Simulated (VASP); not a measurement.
Here is a VASP 6.6.1 calculation.

INCAR

```
ALGO     = Normal         # electronic algorithm
EDIFF    = 1E-6           # SCF threshold, eV
ENCUT    = 520            # plane-wave cutoff, eV
GGA      = PE             # functional
ISIF     = 2              # what is computed and relaxed
ISMEAR   = -1             # smearing method
ISPIN    = 2              # spin polarisation
LASPH    = T              # aspherical terms in the spheres
LCHARG   = T              # write CHGCAR
LELF     = T              # ELF
LORBIT   = 11             # projections on sites
LREAL    = Auto         
LVHAR    = T            
LWAVE    = F              # write WAVECAR
MAGMOM   = 0 0 0 0 0 0 0 0 0 0 0 0 0 0 0 0 0 0 0 0 0 0 0 0 1 # initial moments
NBANDS   = 73             # bands
NELM     = 150            # most SCF steps
PREC     = Accurate       # precision mode
SIGMA    = 0.02           # smearing width, eV
```

File KPOINTS:

```
k-points
0
Gamma
  2 2 1
```

POSCAR

```
Mg12O13
1.0
    5.6144280000      0.0000000000      0.0000000000
    2.8072140000      4.8622370000      0.0000000000
    0.0000000000      0.0000000000     18.7302010000
Mg O
12 13
Direct
    0.0000000000      0.0000000000      0.0533897000
    0.0000000000      0.5000000000      0.0533897000
    0.5000000000      0.0000000000      0.0533897000
    0.5000000000      0.5000000000      0.0533897000
    0.6676224243      0.6647395104      0.1882728915
    0.6676221619      0.1676367181      0.1882693024
    0.1666365492      0.6666763261      0.1871992306
    0.1647323691      0.1676336604      0.1882898620
    0.3398741705      0.3200563850      0.3208095859
    0.3398837406      0.8400391505      0.3207879453
    0.8332234533      0.3333749389      0.3292576528
    0.8199810720      0.8399903570      0.3208745225
    0.3333333000      0.8333333000      0.1145765000
    0.3333333000      0.3333333000      0.1145765000
    0.8333333000      0.8333333000      0.1145765000
    0.8333333000      0.3333333000      0.1145765000
    0.0027083949      0.5027640593      0.2506133669
    0.0027045848     -0.0054766576      0.2506084509
    0.4944980554      0.5027447086      0.2505936277
    0.5000205258     -0.0000059724      0.2464678469
    0.6618309462      0.1621435287      0.3808296727
    0.6617970278      0.6760032541      0.3808210120
    0.1758611921      0.1620231192      0.3808097548
    0.1664388850      0.6667140946      0.4051129883
    0.1647136430      0.6675094847      0.4701239272
```

Potentials or basis: VASP PAW PBE potentials, release 64 (Mg, O).

Run with:

```sh
$ cat potpaw_PBE.64/Mg/POTCAR potpaw_PBE.64/O/POTCAR > POTCAR
$ mpirun -np 1 vasp_std > vasp.out
```

**Question.** Estimate the site moments.

**Answer.** Mg -0.00, +0.00, -0.01 (each value once); O -0.00, +0.00, -0.38, +0.64, +0.89 (each value once) μB.

**Question.** What does it give for the net moment?

**Answer.** 0.54 μB per cell.

**Question.** Predict the largest force.

**Answer.** 1.088 eV/Å.

Forces on the atoms (eV/Å):
```
Mg   0.000 -0.015 -0.733
Mg   0.013  0.007 -0.733
Mg   0.000  0.000 -0.656
Mg  -0.013  0.008 -0.733
Mg   0.000  0.013 -0.067
Mg  -0.011 -0.007 -0.066
Mg   0.000  0.000 -0.024
Mg   0.011 -0.006 -0.069
Mg   0.002 -0.029 -0.016
Mg   0.025  0.013 -0.014
Mg  -0.001  0.000 -0.082
Mg  -0.025  0.015 -0.022
O   -0.043 -0.024  0.686
O   -0.001  0.049  0.686
O    0.042 -0.025  0.686
O    0.000  0.000  0.982
O   -0.027 -0.016  0.070
O    0.000  0.031  0.070
O    0.026 -0.015  0.071
O   -0.002  0.001  0.001
O    0.019  0.010 -0.007
O    0.001 -0.022 -0.007
O   -0.019  0.011 -0.008
O    0.007 -0.003 -1.087
O   -0.003  0.002  1.070
```

Caveat: the k points lie up to 0.65 Å⁻¹ apart; the standard files for N, O and F lose accuracy on very short bonds; there is no dipole correction, which matters where the two faces differ.
